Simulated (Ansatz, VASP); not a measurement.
Two plane-wave programs on CuAu2Cl3

```
Cu Au Cl
1.0
     3.54049    0.00000    0.00000
    -1.77025    3.06615    0.00000
     0.00000    0.00000   10.89620
Cu Au Cl
1 2 3
Direct
  0.00000 0.00000 0.00000
  0.33333 0.66667 0.67404
  0.66667 0.33333 0.32596
  0.66667 0.33333 0.86677
  0.00000 0.00000 0.50000
  0.33333 0.66667 0.13323
```

Alike in both runs: functional PBE; k mesh 12 × 12 × 4; occupations gaussian, width 0.1 eV; no spin polarisation.

Ansatz relaxed the structure, and its values are those at the end. VASP's run is a single point on that final structure, the one shown.

|  | VASP | Ansatz |
| --- | --- | --- |
| version | VASP 6.6.1 | Ansatz 0.2.0 |
| potentials or method | VASP PAW PBE potentials, release 64 (Cu, Au, Cl), cutoff 520 eV | scalar-relativistic, plane waves, PAW |
| valence electrons in the cell | 54 | 78 |

```tsv
	VASP	Ansatz	Ansatz less VASP
gap on the k mesh at the Fermi level (eV)	none	none	-
pressure (GPa)	-0.1	0.0	+0.09
rms of the force components (eV/Å)	0.005	0.002	-0.0030
```

A gap of «none» marks a metal or a gap that the smearing closes. VASP's potentials hold 54 valence electrons a cell and Ansatz's 78, so a difference there can come from the potentials and not from the codes.

Spin-orbit coupling is off throughout.
